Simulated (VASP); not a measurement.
# NaCl (Pm-3m) in VASP: a series of runs

The runs below take NaCl through single point, with PBE, revPBE+D3(BJ), RPBE+D4.

All numbers are computed with VASP 6.6.1; they aren't measurements. Logs are shortened: lines on timing, memory, paths and dates and some standing lists are left out, and cuts for length are marked.

## 1. The cell of the first run

The structure is cubic, space group Pm-3m (No. 221). The conventional cell has a = 3.502 Å, b = 3.502 Å, c = 3.502 Å, α = 90.00°, β = 90.00°, γ = 90.00°. Cl (site symmetry m-3m) has 8 Na at 3.03 Å and 6 Cl at 3.50 Å within 4.0 Å. Na (site symmetry m-3m) has 8 Cl at 3.03 Å and 6 Na at 3.50 Å within 4.0 Å.

## 2. Single point, PBE

File INCAR:

```
SYSTEM = NaCl
PREC = Accurate
ENCUT = 500
EDIFF = 1E-6
ISMEAR = 0
SIGMA = 0.017
LREAL = .False.
LASPH = .True.
NELM = 120
ALGO = Normal
ISIF = 2
LWAVE = .False.
LCHARG = .False.
GGA = PE
NBANDS = 14
GGA_COMPAT = .False.
```

File KPOINTS:

```
Automatic mesh
0
Gamma
  8 8 8
  0 0 0
```

File POSCAR:

```
NaCl
1.0
    3.5021900000      0.0000000000      0.0000000000
    0.0000000000      3.5021900000      0.0000000000
    0.0000000000      0.0000000000      3.5021900000
Cl Na
1 1
Direct
    0.5000000000      0.5000000000      0.5000000000
    0.0000000000      0.0000000000      0.0000000000
```

Potentials or basis: VASP PAW PBE potentials, release 64 (Cl, Na_pv).

Run with:

```sh
> cat potpaw_PBE.64/Cl/POTCAR potpaw_PBE.64/Na_pv/POTCAR > POTCAR
> mpirun -np 1 vasp_std > vasp.out
```

OUTCAR:

```text
SYSTEM = NaCl
   PREC = Accurate
   ENCUT = 500
   EDIFF = 1E-6
   ISMEAR = 0
   LREAL = .False.
   LASPH = .True.
   NELM = 120
   ISIF = 2
   GGA = PE

 ion  position               nearest neighbor table
   1  0.500  0.500  0.500-
   2  0.000  0.000  0.000-

  LATTYP: Found a simple cubic cell.
 ALAT       =     3.5021900000

  Lattice vectors:

 A1 = (   3.5021900000,   0.0000000000,   0.0000000000)
 A2 = (   0.0000000000,   3.5021900000,   0.0000000000)
 A3 = (   0.0000000000,   0.0000000000,   3.5021900000)

Analysis of symmetry for initial positions (statically):
=====================================================================
 Subroutine PRICEL returns:
 Original cell was already a primitive cell.

 Routine SETGRP: Setting up the symmetry group for a
 simple cubic supercell.

 Subroutine GETGRP returns: Found 48 space group operations
 (whereof 48 operations were pure point group operations)
 out of a pool of 48 trial point group operations.

The static configuration has the point symmetry O_h .

Analysis of symmetry for dynamics (positions and initial velocities):
=====================================================================
 Subroutine PRICEL returns:
 Original cell was already a primitive cell.

 Routine SETGRP: Setting up the symmetry group for a
 simple cubic supercell.

 Subroutine GETGRP returns: Found 48 space group operations
 (whereof 48 operations were pure point group operations)
 out of a pool of 48 trial point group operations.

The dynamic configuration has the point symmetry O_h .

 Subroutine INISYM returns: Found 48 space group operations
 (whereof 48 operations are pure point group operations),
 and found     1 'primitive' translations

----------------------------------------------------------------------------------------

                                     Primitive cell

  volume of cell :      42.9555

  direct lattice vectors                    reciprocal lattice vectors
     3.502190000  0.000000000  0.000000000     0.285535622  0.000000000  0.000000000
     0.000000000  3.502190000  0.000000000     0.000000000  0.285535622  0.000000000
     0.000000000  0.000000000  3.502190000     0.000000000  0.000000000  0.285535622

  length of vectors
     3.502190000  3.502190000  3.502190000     0.285535622  0.285535622  0.285535622

  position of ions in fractional coordinates (direct lattice)
     0.500000000  0.500000000  0.500000000
     0.000000000  0.000000000  0.000000000

  ion indices of the primitive-cell ions
   primitive index   ion index
                 1           1
                 2           2

----------------------------------------------------------------------------------------

 KPOINTS: Automatic mesh

Automatic generation of k-mesh.
 Grid dimensions read from file:
 generate k-points for:    8    8    8

 Generating k-lattice:

  Cartesian coordinates                     Fractional coordinates (reciprocal lattice)
     0.035691953  0.000000000  0.000000000     0.125000000  0.000000000  0.000000000
     0.000000000  0.035691953  0.000000000     0.000000000  0.125000000  0.000000000
     0.000000000  0.000000000  0.035691953     0.000000000  0.000000000  0.125000000

  Length of vectors
     0.035691953  0.035691953  0.035691953

  Shift w.r.t. Gamma in fractional coordinates (k-lattice)
     0.000000000  0.000000000  0.000000000

 Subroutine IBZKPT returns following result:
 ===========================================

 Found     35 irreducible k-points:

 Following reciprocal coordinates:
            Coordinates               Weight
  0.000000  0.000000  0.000000      1.000000
  0.125000  0.000000  0.000000      6.000000
  0.250000  0.000000  0.000000      6.000000
  0.375000  0.000000  0.000000      6.000000
  0.500000  0.000000  0.000000      3.000000
  0.125000  0.125000  0.000000     12.000000
[... 16 lines left out ...]
  0.375000  0.375000  0.125000     24.000000
  0.500000  0.375000  0.125000     24.000000
 [... further k-points ...]
   k-points           NKPTS =     35   k-points in BZ     NKDIM =     35   number of bands    NBANDS=     14
   number of dos      NEDOS =    301   number of ions     NIONS =      2
   total plane-waves  NPLWV =  21952
   dimension x,y,z NGX =    28 NGY =   28 NGZ =   28
   dimension x,y,z NGXF=    56 NGYF=   56 NGZF=   56
   ions per type =               1   1
   NGX,Y,Z   is equivalent  to a cutoff of  13.29, 13.29, 13.29 a.u.
   NGXF,Y,Z  is equivalent  to a cutoff of  26.58, 26.58, 26.58 a.u.
 SYSTEM =  NaCl
   PREC   = accura    normal or accurate (medium, high low for compatibility)
   ISTART =      0    job   : 0-new  1-cont  2-samecut
   ICHARG =      2    charge: 1-file 2-atom 10-const
   ISPIN  =      1    spin polarized calculation?
   LNONCOLLINEAR =      F non collinear calculations
   LSORBIT =      F    spin-orbit coupling
   LASPH  =      T    aspherical Exc in radial PAW
   ENCUT  =  500.0 eV  36.75 Ry    6.06 a.u.   6.39  6.39  6.39*2*pi/ulx,y,z
   NELM   =    120;   NELMIN=  2; NELMDL= -5     # of ELM steps
   EDIFF  = 0.1E-05   stopping-criterion for ELM
   LREAL  =      F    real-space projection
   EDIFFG = 0.1E-04   stopping-criterion for IOM
   NSW    =      0    number of steps for IOM
   IBRION =     -1    ionic relax: 0-MD 1-quasi-New 2-CG
   NFREE  =      0    steps in history (QN), initial steepest desc. (CG)
   ISIF   =      2    stress and relaxation
   ISYM   =      2    0-nonsym 1-usesym 2-fastsym
   POTIM  = 0.5000    time-step for ionic-motion
   TEBEG  =    0.0;   TEEND  =   0.0 temperature during run
   PSTRESS=    0.0 pullay stress
   NELECT =      14.0000    total number of electrons
   NUPDOWN=      -1.0000    fix difference up-down
   EMIN   =  10.00;   EMAX   =-10.00  energy-range for DOS
   EFERMI =   0.00;   METHOD = LEGACY
   ISMEAR =     0;   SIGMA  =   0.02  broadening in eV -4-tet -1-fermi 0-gaus
   EFERMI_NEDOS =   21; number of points for ismear=-14 and -15
   IALGO  =     38    algorithm
   IMIX   =      4    mixing-type and parameters
     AMIX     =   0.40;   BMIX     =  1.00
     AMIX_MAG =   1.60;   BMIX_MAG =  1.00
  volume/ion in A,a.u.               =      21.48       144.94
  Fermi-wavevector in a.u.,A,eV,Ry     =   1.126621  2.129005 17.269530  1.269275
  Thomas-Fermi vector in A             =   2.263304
   LORBIT       =      0    0 simple, 1 ext, 2 COOP (PROOUT), +10 PAW based schemes
   GGA     = PE    functional components
   LHFCALC =     F    Hartree Fock is set to
   AEXX    =    0.0000 exact exchange contribution
   IVDW    =     0    specifies the selected vdW correction
   LEPSILON=     F    determine dielectric tensor
   LRPA    =     F    only Hartree local field effects (RPA)
 non-spin polarized calculation
 Gauss-broadening in eV      SIGMA  =   0.02
  energy-cutoff  :      500.00
  volume of cell :       42.96
 maximum number of plane-waves:      1110
 NGX is ok and might be reduce to    28
   NGX = 13   NGY = 13   NGZ = 13

 number of electron      13.9999982 magnetization

 Free energy of the ion-electron system (eV)
  ---------------------------------------------------
  ext. energy  EPLUGINS =         0.00000000
  ---------------------------------------------------
  free energy    TOTEN  =        -6.46858335 eV

  energy without entropy =       -6.46858335  energy(sigma->0) =       -6.46858335

 E-fermi :   0.5876     XC(G=0):  -8.4329

 val. band max:        0.4243699807   @ k =   0.5000   0.5000   0.0000
 cond. band min:       4.4026804981   @ k =   0.0000   0.0000   0.0000
 fundamental gap:      3.9783105174
 Fermi energy:         0.5876289248

 k-point     1 :       0.0000    0.0000    0.0000
  band No.  band energies     occupation
      1     -21.6490      2.00000
      2     -21.6490      2.00000
      3     -21.6490      2.00000
      4     -12.9523      2.00000
      5      -0.0660      2.00000
      6      -0.0660      2.00000
      7      -0.0660      2.00000
      8       4.4027      0.00000
      9       9.0039      0.00000
     10       9.0039      0.00000
     11      16.1124      0.00000
     12      16.1125      0.00000
     13      16.1126      0.00000
     14      16.3375      0.00000

 k-point     2 :       0.1250    0.0000    0.0000
  band No.  band energies     occupation
      1     -21.6550      2.00000
      2     -21.6485      2.00000
      3     -21.6485      2.00000
      4     -12.9034      2.00000
      5      -0.5566      2.00000
      6      -0.0334      2.00000
      7      -0.0334      2.00000
      8       4.8501      0.00000
      9       9.1749      0.00000
     10       9.3335      0.00000
     11      14.7618      0.00000
     12      14.7618      0.00000
     13      15.6868      0.00000
     14      16.4556      0.00000

 k-point     3 :       0.2500    0.0000    0.0000
  band No.  band energies     occupation
      1     -21.6694      2.00000
      2     -21.6472      2.00000
      3     -21.6472      2.00000
      4     -12.7808      2.00000
      5      -1.4877      2.00000
      6       0.0478      2.00000
      7       0.0478      2.00000
      8       5.7577      0.00000
      9       9.6737      0.00000
     10       9.8059      0.00000
     11      13.4570      0.00000
     12      13.4570      0.00000
     13      15.5205      0.00000
     14      16.0997      0.00000

 k-point     4 :       0.3750    0.0000    0.0000
  band No.  band energies     occupation
      1     -21.6837      2.00000
      2     -21.6459      2.00000
      3     -21.6459      2.00000
      4     -12.6513      2.00000
      5      -2.2368      2.00000
      6       0.1323      2.00000
      7       0.1323      2.00000
      8       6.7368      0.00000
      9       9.4916      0.00000
     10      10.4183      0.00000
     11      12.5771      0.00000
     12      12.5771      0.00000
     13      14.2891      0.00000
     14      16.9466      0.00000

 k-point     5 :       0.5000    0.0000    0.0000
  band No.  band energies     occupation
      1     -21.6896      2.00000
      2     -21.6454      2.00000
      3     -21.6454      2.00000
      4     -12.5955      2.00000
      5      -2.5159      2.00000
      6       0.1682      2.00000
      7       0.1682      2.00000
      8       7.3459      0.00000
      9       8.9885      0.00000
     10      10.9375      0.00000
     11      12.2677      0.00000
[... 276 lines left out ...]
 k-point    22 :       0.5000    0.2500    0.1250
  band No.  band energies     occupation
      1     -21.6842      2.00000
      2     -21.6626      2.00000
      3     -21.6489      2.00000
      4     -12.4295      2.00000
      5      -2.1284      2.00000
      6      -0.9069      2.00000
      7      -0.0509      2.00000
      8       7.4341      0.00000
      9       9.0464      0.00000
     10      10.0246      0.00000
     11      12.1299      0.00000
     12      13.5367      0.00000
     13      13.6609      0.00000
     14      17.6452      0.00000

 k-point    23 :       0.3750    0.3750    0.1250
  band No.  band energies     occupation
      1     -21.6767      2.00000
      2     -21.6754      2.00000
      3     -21.6481      2.00000
      4     -12.3764      2.00000
      5      -1.7064      2.00000
      6      -1.5751      2.00000
      7       0.0081      2.00000
      8       6.8088      0.00000
      9       9.4186      0.00000
     10      10.4425      0.00000
     11      11.6469      0.00000
     12      13.7115      0.00000
     13      13.9396      0.00000
     14      17.2614      0.00000

 k-point    24 :       0.5000    0.3750    0.1250
  band No.  band energies     occupation
      1     -21.6813      2.00000
      2     -21.6750      2.00000
      3     -21.6476      2.00000
      4     -12.3331      2.00000
      5      -1.8879      2.00000
      6      -1.5394      2.00000
      7       0.0541      2.00000
      8       6.5042      0.00000
      9       9.8356      0.00000
     10      10.1827      0.00000
     11      11.5201      0.00000
     12      13.9633      0.00000
     13      13.9800      0.00000
     14      16.8115      0.00000

 [... further k-points ...]

------------------------ aborting loop because EDIFF is reached ----------------------------------------

  FORCE on cell =-STRESS in cart. coord.  units (eV):
  Direction    XX          YY          ZZ          XY          YZ          ZX
  --------------------------------------------------------------------------------------
  -------------------------------------------------------------------------------------
  Total        0.0079704      0.0079704      0.0079704      0.0000000     -0.0000000      0.0000000
  in kB        0.2972856      0.2972856      0.2972856      0.0000000     -0.0000000      0.0000000
  external PRESSURE =       0.2972856 kB  Pullay stress =       0.0000000 kB

 VOLUME and BASIS-vectors are now :
 -----------------------------------------------------------------------------
  energy-cutoff  :      500.00
  volume of cell :       42.96
      direct lattice vectors                 reciprocal lattice vectors
     3.502190000  0.000000000  0.000000000     0.285535622  0.000000000  0.000000000
     0.000000000  3.502190000  0.000000000     0.000000000  0.285535622  0.000000000
     0.000000000  0.000000000  3.502190000     0.000000000  0.000000000  0.285535622

 POSITION                                       TOTAL-FORCE (eV/Angst)
 -----------------------------------------------------------------------------------
      1.75110      1.75110      1.75110         0.000000      0.000000      0.000000
      0.00000      0.00000      0.00000         0.000000      0.000000      0.000000
 -----------------------------------------------------------------------------------
    total drift:                               -0.000000      0.000000      0.000000

  FREE ENERGIE OF THE ION-ELECTRON SYSTEM (eV)
  ---------------------------------------------------
  free  energy   TOTEN  =        -6.4685833465 eV

  energy  without entropy=       -6.4685833465  energy(sigma->0) =       -6.46858335
```

Wall time 22 s (1 thread of Intel Xeon 8259CL, shared host); peak memory 0.15 GiB.

What came out:

| Quantity | Value |
| --- | --- |
| Free energy | -6.4686 eV |
| Pressure | 0.0 GPa |
| Band gap on the k mesh | 3.98 eV (least direct gap 4.47 eV) |

Levels at points of the mesh, in eV from the valence-band top:
```csv
k point,band 4,band 5,band 6,band 7,band 8,band 9,band 10,band 11
"(0.00, 0.00, 0.00)",-13.38,-0.49,-0.49,-0.49,3.98,8.58,8.58,15.69
"(0.50, 0.00, 0.00)",-13.02,-2.94,-0.26,-0.26,6.92,8.56,10.51,11.84
"(0.50, 0.50, 0.00)",-12.75,-2.26,-2.26,0.00,5.54,9.88,11.03,11.03
"(0.50, 0.50, 0.50)",-12.48,-1.84,-1.84,-1.84,7.12,7.12,7.12,11.65
```

## 3. Single point, revPBE+D3(BJ)

This run uses another cell than the first one, of 20.29 Å³/atom.

File INCAR:

```
ALGO = Normal
EDIFF = 1E-6
ENCUT = 520
GGA = RE
ISIF = 2
ISMEAR = -1
IVDW = 12
LASPH = T
LCHARG = F
LREAL = F
LWAVE = F
NBANDS = 14
NELM = 80
PREC = Accurate
SIGMA = 0.05
```

File KPOINTS:

```
k-points
0
Gamma
  8 8 8
```

File POSCAR:

```
NaCl
1.0
    3.4363337223      0.0000000000      0.0000000000
    0.0000000000      3.4363337223      0.0000000000
    0.0000000000      0.0000000000      3.4363337223
Cl Na
1 1
Direct
    0.5000000000      0.5000000000      0.5000000000
    0.0000000000      0.0000000000      0.0000000000
```

Potentials or basis: VASP PAW PBE potentials, release 64 (Cl, Na_pv).

Run with:

```sh
> cat potpaw_PBE.64/Cl/POTCAR potpaw_PBE.64/Na_pv/POTCAR > POTCAR
> mpirun -np 1 vasp_std > vasp.out
```

It took 6.7 s on 1 thread of Intel Xeon 6975P-C (Granite Rapids), shared host; peak memory 0.16 GiB.

It converged, with:

```yaml
Free_energy: -6.9950 eV
Pressure: 0.0 GPa
Band_gap_on_the_k_mesh: 4.44 eV (least direct gap 4.97 eV)
Dispersion_energy_per_atom: -0.459 eV
```

Levels at points of the mesh, in eV from the valence-band top:
| k point | band 3 | band 4 | band 5 | band 6 | band 7 | band 8 | band 9 | band 10 | band 11 | band 12 |
| --- | --- | --- | --- | --- | --- | --- | --- | --- | --- | --- |
| (0.00, 0.00, 0.00) | -22.05 | -13.57 | -0.53 | -0.53 | -0.53 | 4.44 | 8.66 | 8.66 | 16.14 | 16.14 |
| (0.50, 0.00, 0.00) | -22.04 | -13.16 | -3.14 | -0.28 | -0.28 | 7.33 | 9.21 | 10.56 | 12.10 | 12.10 |
| (0.50, 0.50, 0.00) | -22.04 | -12.86 | -2.43 | -2.43 | 0.00 | 5.76 | 10.13 | 11.67 | 11.67 | 12.78 |
| (0.50, 0.50, 0.50) | -22.08 | -12.54 | -2.00 | -2.00 | -2.00 | 7.32 | 7.32 | 7.32 | 12.42 | 16.65 |

Caveat: the PAW data sets were made with another functional, which shifts forces and pressure a little.

## 4. Single point, RPBE+D4

This run uses another cell than the first one, of 21.65 Å³/atom.

File INCAR:

```
ALGO = Normal
EDIFF = 1E-7
ENCUT = 520
GGA = RP
ISIF = 2
ISMEAR = -1
IVDW = 13
LASPH = T
LCHARG = F
LREAL = F
LWAVE = F
NBANDS = 14
NELM = 100
PREC = Accurate
SIGMA = 0.05
```

KPOINTS is that of step 3.

File POSCAR:

```
NaCl
1.0
    3.5116701592      0.0000000000      0.0000000000
    0.0000000000      3.5116701592      0.0000000000
    0.0000000000      0.0000000000      3.5116701592
Cl Na
1 1
Direct
    0.5000000000      0.5000000000      0.5000000000
    0.0000000000      0.0000000000      0.0000000000
```

Run with:

```sh
> cat potpaw_PBE.64/Cl/POTCAR potpaw_PBE.64/Na_pv/POTCAR > POTCAR
> mpirun -np 1 vasp_std > vasp.out
```

Run time: 8.4 s. Hardware: 1 thread of Intel Xeon 6975P-C (Granite Rapids), shared host; peak memory 0.15 GiB.

Results (log left out):

| Item | Value |
| --- | --- |
| Free energy | -6.5028 eV |
| Pressure | -0.1 GPa |
| Band gap on the k mesh | 4.24 eV (least direct gap 4.72 eV) |
| Dispersion energy per atom | -0.197 eV |

Levels at points of the mesh, in eV from the valence-band top:
```
           k point  band 3  band 4  band 5  band 6  band 7  band 8  band 9  band 10  band 11  band 12
(0.00, 0.00, 0.00)  -22.12  -13.33   -0.47   -0.47   -0.47    4.24    8.77     8.77    15.89    15.90
(0.50, 0.00, 0.00)  -22.12  -12.99   -2.83   -0.25   -0.25    7.16    8.76    10.62    11.96    11.96
(0.50, 0.50, 0.00)  -22.11  -12.73   -2.19   -2.19    0.00    5.79   10.04    11.26    11.26    12.69
(0.50, 0.50, 0.50)  -22.14  -12.47   -1.79   -1.79   -1.79    7.36    7.36     7.36    11.85    16.05
```

Caveat: the PAW data sets were made with another functional, which shifts forces and pressure a little. A k mesh can miss the band edges.

## 5. The runs side by side

| level | cell | cutoff (eV) | smearing | gap on the mesh (eV) | pressure (GPa) |
| --- | --- | --- | --- | --- | --- |
| PBE | a = 3.502 Å, 2 atoms | 500 | gaussian 0.017 eV | 3.98 | 0.0 |
| revPBE+D3(BJ) | a = 3.436 Å, 2 atoms | 520 | fermi-dirac 0.05 eV | 4.44 | 0.0 |
| RPBE+D4 | a = 3.512 Å, 2 atoms | 520 | fermi-dirac 0.05 eV | 4.24 | -0.1 |

Alike in all rows: task single point; potentials or basis VASP PAW PBE potentials, release 64 (Cl, Na_pv); no spin polarisation; k mesh 8 × 8 × 8.

Caveats: the PAW data sets were made with another functional, which shifts forces and pressure a little (at least some runs).

Absolute energies hang on the potentials; compare differences alone.
